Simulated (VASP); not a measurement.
# C (Cmmm) in VASP: single point with PBE

Aim: the single point of C with PBE.

All numbers are computed with VASP 6.6.1; they aren't measurements. Logs are shortened: lines on timing, memory, paths and dates and some standing lists are left out, and cuts for length are marked.

## (1) The cell of the first run

It takes space group Cmmm (No. 65, orthorhombic). Conventional cell: a = 2.467 Å, b = 4.272 Å, c = 12.938 Å, α = 90.00°, β = 90.00°, γ = 90.00°. Within 1.9 Å of C (site symmetry m) lie 3 C at 1.42 Å. Within 1.9 Å of C (site symmetry m2m) lie 3 C at 1.42 Å.

## (2) Single point, PBE

Contents of INCAR:

```
SYSTEM = C
PREC = Accurate
ENCUT = 600
EDIFF = 1E-6
ISMEAR = 0
SIGMA = 0.2
LREAL = .False.
LASPH = .True.
NELM = 120
ALGO = Normal
ISIF = 2
LWAVE = .False.
LCHARG = .False.
GGA = PE
NBANDS = 36
GGA_COMPAT = .False.
```

Contents of KPOINTS:

```
Automatic mesh
0
Gamma
  8 6 2
  0 0 0
```

Contents of POSCAR:

```
C
1.0
    1.2332812330     -2.1360481407      0.0000000000
   -3.6998436990     -2.1360481407      0.0000000000
    0.0000000000      0.0000000000    -12.9376217586
C
12
Direct
    0.7499999993      0.5833333331      0.3300772587
    0.2499999993      0.0833333331      0.3300772587
    0.7500000007      0.9166666669      0.3300772587
    0.2500000007      0.4166666669      0.3300772587
    0.7500000007      0.9166666669      0.6699227413
    0.2500000007      0.4166666669      0.6699227413
    0.7499999993      0.5833333331      0.6699227413
    0.2499999993      0.0833333331      0.6699227413
    0.0000014275      0.6666671425      1.0000000000
    0.5000014275      0.1666671425      1.0000000000
    0.4999985725      0.8333328575      1.0000000000
    0.9999985725      0.3333328575      1.0000000000
```

Potentials or basis: VASP PAW PBE potentials, release 64 (C).

On the command line:

```sh
> cat potpaw_PBE.64/C/POTCAR > POTCAR
> mpirun -np 1 vasp_std > vasp.out
```

OUTCAR:

```text
SYSTEM = C
   PREC = Accurate
   ENCUT = 600
   EDIFF = 1E-6
   ISMEAR = 0
   LREAL = .False.
   LASPH = .True.
   NELM = 120
   ISIF = 2
   GGA = PE

 ion  position               nearest neighbor table
   1  0.750  0.583  0.330-   4 1.42   3 1.42   4 1.42
   2  0.250  0.083  0.330-   3 1.42   3 1.42   4 1.42
   3  0.750  0.917  0.330-   2 1.42   1 1.42   2 1.42
   4  0.250  0.417  0.330-   1 1.42   2 1.42   1 1.42
   5  0.750  0.917  0.670-   8 1.42   7 1.42   8 1.42
   6  0.250  0.417  0.670-   7 1.42   8 1.42   7 1.42
   7  0.750  0.583  0.670-   6 1.42   5 1.42   6 1.42
   8  0.250  0.083  0.670-   5 1.42   5 1.42   6 1.42
   9  0.000  0.667  0.000-  11 1.42  11 1.42  12 1.42
  10  0.500  0.167  0.000-  12 1.42  12 1.42  11 1.42
  11  0.500  0.833  0.000-   9 1.42   9 1.42  10 1.42
  12  1.000  0.333  0.000-  10 1.42  10 1.42   9 1.42

  LATTYP: Found a simple monoclinic cell.
 ALAT       =     2.4665125702
 B/A-ratio  =     5.2453094765
 C/A-ratio  =     1.7320741664
 COS(beta)  =    -0.0000233587

  Lattice vectors:

 A1 = (   1.2332812330,  -2.1360481407,   0.0000000000)
 A2 = (   0.0000000000,   0.0000000000,  12.9376217586)
 A3 = (  -3.6998436990,  -2.1360481407,   0.0000000000)

Analysis of symmetry for initial positions (statically):
=====================================================================
 Subroutine PRICEL returns following result:

  LATTYP: Found a base centered orthorhombic cell.
 ALAT       =     2.4665624660
 B/A-ratio  =     1.7320040908
 C/A-ratio  =     5.2452033698

  Lattice vectors:

 A1 = (  -1.2332812330,  -2.1360481407,   0.0000000000)
 A2 = (  -1.2332812330,   2.1360481407,   0.0000000000)
 A3 = (   0.0000000000,   0.0000000000, -12.9376217586)

   2 primitive cells build up your supercell.

 Routine SETGRP: Setting up the symmetry group for a
 simple monoclinic supercell.

 Subroutine GETGRP returns: Found  4 space group operations
 (whereof  4 operations were pure point group operations)
 out of a pool of  4 trial point group operations.

The static configuration has the point symmetry C_2h.

Analysis of symmetry for dynamics (positions and initial velocities):
=====================================================================
 Subroutine PRICEL returns following result:

  LATTYP: Found a base centered orthorhombic cell.
 ALAT       =     2.4665624660
 B/A-ratio  =     1.7320040908
 C/A-ratio  =     5.2452033698

  Lattice vectors:

 A1 = (  -1.2332812330,  -2.1360481407,   0.0000000000)
 A2 = (  -1.2332812330,   2.1360481407,   0.0000000000)
 A3 = (   0.0000000000,   0.0000000000, -12.9376217586)

   2 primitive cells build up your supercell.

 Routine SETGRP: Setting up the symmetry group for a
 simple monoclinic supercell.

 Subroutine GETGRP returns: Found  4 space group operations
 (whereof  4 operations were pure point group operations)
 out of a pool of  4 trial point group operations.

The dynamic configuration has the point symmetry C_2h.

 Subroutine INISYM returns: Found  4 space group operations
 (whereof  4 operations are pure point group operations),
 and found     2 'primitive' translations

----------------------------------------------------------------------------------------

                                     Primitive cell

  volume of cell :      68.1644

  direct lattice vectors                    reciprocal lattice vectors
    -1.233281233 -2.136048141  0.000000000    -0.405422532 -0.234077121  0.000000000
    -1.233281233  2.136048141  0.000000000    -0.405422532  0.234077121  0.000000000
     0.000000000  0.000000000-12.937621759     0.000000000  0.000000000 -0.077293959

  length of vectors
     2.466512570  2.466512570 12.937621759     0.468144773  0.468144773  0.077293959

  position of ions in fractional coordinates (direct lattice)
     0.166666666  0.833333334  0.330077259
     0.833333334  0.166666666  0.330077259
     0.833333334  0.166666666  0.669922741
     0.166666666  0.833333334  0.669922741
     0.333334285  0.666665715  0.000000000
     0.666665715  0.333334285  0.000000000

  ion indices of the primitive-cell ions
   primitive index   ion index
                 1           1
                 2           3
                 3           5
                 4           7
                 5           9
                 6          12

----------------------------------------------------------------------------------------

 KPOINTS: Automatic mesh

Automatic generation of k-mesh.
 Grid dimensions read from file:
 generate k-points for:    8    6    2

 Generating k-lattice:

  Cartesian coordinates                     Fractional coordinates (reciprocal lattice)
     0.025338908 -0.043889460  0.000000000     0.125000000  0.000000000  0.000000000
    -0.033785211 -0.019506427  0.000000000     0.000000000  0.166666667  0.000000000
     0.000000000  0.000000000 -0.038646979     0.000000000  0.000000000  0.500000000

  Length of vectors
     0.050678842  0.039012064  0.038646979

  Shift w.r.t. Gamma in fractional coordinates (k-lattice)
     0.000000000  0.000000000  0.000000000

 Subroutine IBZKPT returns following result:
 ===========================================

 Found     52 irreducible k-points:

 Following reciprocal coordinates:
            Coordinates               Weight
  0.000000  0.000000  0.000000      1.000000
  0.125000 -0.000000  0.000000      2.000000
  0.250000 -0.000000  0.000000      2.000000
  0.375000 -0.000000  0.000000      2.000000
  0.500000 -0.000000  0.000000      1.000000
  0.000000  0.166667  0.000000      2.000000
[... 16 lines left out ...]
  0.125000  0.500000  0.000000      2.000000
  0.250000  0.500000  0.000000      2.000000
 [... further k-points ...]
   k-points           NKPTS =     52   k-points in BZ     NKDIM =     52   number of bands    NBANDS=     36
   number of dos      NEDOS =    301   number of ions     NIONS =     12
   total plane-waves  NPLWV =  77760
   dimension x,y,z NGX =    20 NGY =   36 NGZ =  108
   dimension x,y,z NGXF=    40 NGYF=   72 NGZF=  216
   ions per type =              12
   NGX,Y,Z   is equivalent  to a cutoff of  13.48, 14.01, 13.88 a.u.
   NGXF,Y,Z  is equivalent  to a cutoff of  26.96, 28.02, 27.76 a.u.
 SYSTEM =  C
   PREC   = accura    normal or accurate (medium, high low for compatibility)
   ISTART =      0    job   : 0-new  1-cont  2-samecut
   ICHARG =      2    charge: 1-file 2-atom 10-const
   ISPIN  =      1    spin polarized calculation?
   LNONCOLLINEAR =      F non collinear calculations
   LSORBIT =      F    spin-orbit coupling
   LASPH  =      T    aspherical Exc in radial PAW
   ENCUT  =  600.0 eV  44.10 Ry    6.64 a.u.   4.93  8.53 25.84*2*pi/ulx,y,z
   NELM   =    120;   NELMIN=  2; NELMDL= -5     # of ELM steps
   EDIFF  = 0.1E-05   stopping-criterion for ELM
   LREAL  =      F    real-space projection
   EDIFFG = 0.1E-04   stopping-criterion for IOM
   NSW    =      0    number of steps for IOM
   IBRION =     -1    ionic relax: 0-MD 1-quasi-New 2-CG
   NFREE  =      0    steps in history (QN), initial steepest desc. (CG)
   ISIF   =      2    stress and relaxation
   ISYM   =      2    0-nonsym 1-usesym 2-fastsym
   POTIM  = 0.5000    time-step for ionic-motion
   TEBEG  =    0.0;   TEEND  =   0.0 temperature during run
   PSTRESS=    0.0 pullay stress
   NELECT =      48.0000    total number of electrons
   NUPDOWN=      -1.0000    fix difference up-down
   EMIN   =  10.00;   EMAX   =-10.00  energy-range for DOS
   EFERMI =   0.00;   METHOD = LEGACY
   ISMEAR =     0;   SIGMA  =   0.20  broadening in eV -4-tet -1-fermi 0-gaus
   EFERMI_NEDOS =   21; number of points for ismear=-14 and -15
   IALGO  =     38    algorithm
   IMIX   =      4    mixing-type and parameters
     AMIX     =   0.40;   BMIX     =  1.00
     AMIX_MAG =   1.60;   BMIX_MAG =  1.00
  volume/ion in A,a.u.               =      11.36        76.67
  Fermi-wavevector in a.u.,A,eV,Ry     =   1.156004  2.184531 18.182084  1.336345
  Thomas-Fermi vector in A             =   2.292628
   LORBIT       =      0    0 simple, 1 ext, 2 COOP (PROOUT), +10 PAW based schemes
   GGA     = PE    functional components
   LHFCALC =     F    Hartree Fock is set to
   AEXX    =    0.0000 exact exchange contribution
   IVDW    =     0    specifies the selected vdW correction
   LEPSILON=     F    determine dielectric tensor
   LRPA    =     F    only Hartree local field effects (RPA)
 non-spin polarized calculation
 Gauss-broadening in eV      SIGMA  =   0.20
  energy-cutoff  :      600.00
  volume of cell :      136.33
 maximum number of plane-waves:      4600
   NGX =  9   NGY = 17   NGZ = 51

 number of electron      48.0000002 magnetization

 Free energy of the ion-electron system (eV)
  ---------------------------------------------------
  ext. energy  EPLUGINS =         0.00000000
  ---------------------------------------------------
  free energy    TOTEN  =      -110.74613701 eV

  energy without entropy =     -110.74613024  energy(sigma->0) =     -110.74613362

 E-fermi :   2.7282     XC(G=0):  -8.6487

 val. band max:        2.2018240588   @ k =   0.3750  -0.0000   0.0000
 cond. band min:       3.2748696647   @ k =   0.3750  -0.0000   0.0000
 fundamental gap:      1.0730456059
 Fermi energy:         2.7282038525

 k-point     1 :       0.0000    0.0000    0.0000
  band No.  band energies     occupation
      1     -16.8187      2.00000
      2     -16.7951      2.00000
      3     -16.7934      2.00000
      4     -11.5706      2.00000
      5     -11.5689      2.00000
      6     -11.5622      2.00000
[... 28 lines left out ...]
     35      11.0165      0.00000
     36      11.0185      0.00000
[... 866 lines left out ...]
      6     -14.2526      2.00000
[... 28 lines left out ...]
     35      10.9860      0.00000
     36      10.9868      0.00000

 [... further k-points ...]

------------------------ aborting loop because EDIFF is reached ----------------------------------------

  FORCE on cell =-STRESS in cart. coord.  units (eV):
  Direction    XX          YY          ZZ          XY          YZ          ZX
  --------------------------------------------------------------------------------------
  -------------------------------------------------------------------------------------
  Total       -0.1329451      0.3441511     -0.1629854     -0.4109752      0.0000000      0.0000000
  in kB       -1.5624114      4.0445679     -1.9154544     -4.8299046      0.0000000      0.0000000
  external PRESSURE =       0.1889007 kB  Pullay stress =       0.0000000 kB

 VOLUME and BASIS-vectors are now :
 -----------------------------------------------------------------------------
  energy-cutoff  :      600.00
  volume of cell :      136.33
      direct lattice vectors                 reciprocal lattice vectors
     1.233281233 -2.136048141  0.000000000     0.202711266 -0.351115682  0.000000000
    -3.699843699 -2.136048141  0.000000000    -0.202711266 -0.117038561  0.000000000
     0.000000000  0.000000000-12.937621759     0.000000000  0.000000000 -0.077293959

 POSITION                                       TOTAL-FORCE (eV/Angst)
 -----------------------------------------------------------------------------------
     -1.23328     -2.84806     -4.27041        -0.061750     -0.035859      0.000226
      0.00000     -0.71202     -4.27041        -0.061750     -0.035859      0.000226
     -2.46656     -3.56008     -4.27041         0.061750      0.035859      0.000226
     -1.23328     -1.42403     -4.27041         0.061750      0.035859      0.000226
     -2.46656     -3.56008     -8.66721         0.061750      0.035859     -0.000226
     -1.23328     -1.42403     -8.66721         0.061750      0.035859     -0.000226
     -1.23328     -2.84806     -8.66721        -0.061750     -0.035859     -0.000226
      0.00000     -0.71202     -8.66721        -0.061750     -0.035859     -0.000226
     -2.46656     -1.42404      0.00000         0.062322      0.036520      0.000000
     -0.00000     -1.42404      0.00000         0.062322      0.036520      0.000000
     -2.46656     -2.84806      0.00000        -0.062322     -0.036520      0.000000
      0.00000     -2.84806      0.00000        -0.062322     -0.036520      0.000000
 -----------------------------------------------------------------------------------
    total drift:                               -0.000000     -0.000000     -0.000000

  FREE ENERGIE OF THE ION-ELECTRON SYSTEM (eV)
  ---------------------------------------------------
  free  energy   TOTEN  =      -110.7461370086 eV

  energy  without entropy=     -110.7461302399  energy(sigma->0) =     -110.74613362
```

Wall time 4.7 min (1 thread of Intel Xeon 8259CL, shared host); peak memory 0.38 GiB.

Results:

```
Free energy   : -110.7461 eV
Pressure      : 0.0 GPa
Largest force : 0.072 eV/Å
```

Forces on the atoms (eV/Å):
```
C   -0.062 -0.036  0.000
C   -0.062 -0.036  0.000
C    0.062  0.036  0.000
C    0.062  0.036  0.000
C    0.062  0.036  0.000
C    0.062  0.036  0.000
C   -0.062 -0.036  0.000
C   -0.062 -0.036  0.000
C    0.062  0.037  0.000
C    0.062  0.037  0.000
C   -0.062 -0.037  0.000
C   -0.062 -0.037  0.000
```

Caveat: this functional lacks dispersion, which binds the layers, so the pressure and a relaxed spacing across them are unreliable.
